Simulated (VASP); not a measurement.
Zn3Rh: single point with LDA

The system is Zn3Rh.

```
CELL_PARAMETERS angstrom
-1.83365 1.83365 4.02045
1.83365 -1.83365 4.02045
1.83365 1.83365 -4.02045
ATOMIC_POSITIONS crystal
Zn 0.75000 0.25000 0.50000
Zn 0.25000 0.75000 0.50000
Zn 0.50000 0.50000 0.00000
Rh 0.00000 0.00000 0.00000
```

* Program: VASP 6.6.1
* Task: single point
* Functional: LDA
* Potentials or basis: VASP PAW LDA potentials, release 64 (Zn, Rh_pv)
* Cutoff: 520 eV
* k mesh: 8 × 8 × 8
* Occupations: gaussian, width 0.1 eV
* Spin: no spin polarisation
* Dipole correction: no
* Further INCAR settings: ALGO = Normal; EDIFF = 1e-06; NBANDS = 34

| Quantity | Value |
| --- | --- |
| Pressure | -6.4 GPa |

Stress tensor (GPa, compression positive):
```
-6.56  0.00  0.00
 0.00 -6.56  0.00
 0.00  0.00 -6.18
```

Levels at points of the mesh, in eV from the Fermi level:
```csv
k point,band 22,band 23,band 24,band 25,band 26,band 27,band 28,band 29,band 30,band 31
"(0.00, 0.00, 0.00)",-2.24,-2.24,-1.08,-0.95,4.22,4.61,4.61,4.71,4.79,4.79
"(0.50, 0.00, 0.00)",-2.58,-1.88,-1.62,-0.82,-0.77,2.13,5.61,6.41,6.53,8.18
"(0.50, 0.50, 0.00)",-2.43,-2.31,-2.19,-1.54,-0.97,0.34,2.43,3.16,6.45,6.71
"(0.50, 0.50, 0.50)",-1.60,-1.37,-1.37,-1.10,0.65,0.65,5.91,6.20,8.89,9.39
```

Run time: 85 s on 1 thread of Intel(R) Xeon(R) Platinum 8488C (Sapphire Rapids) (shared host), peak memory 0.23 GiB.
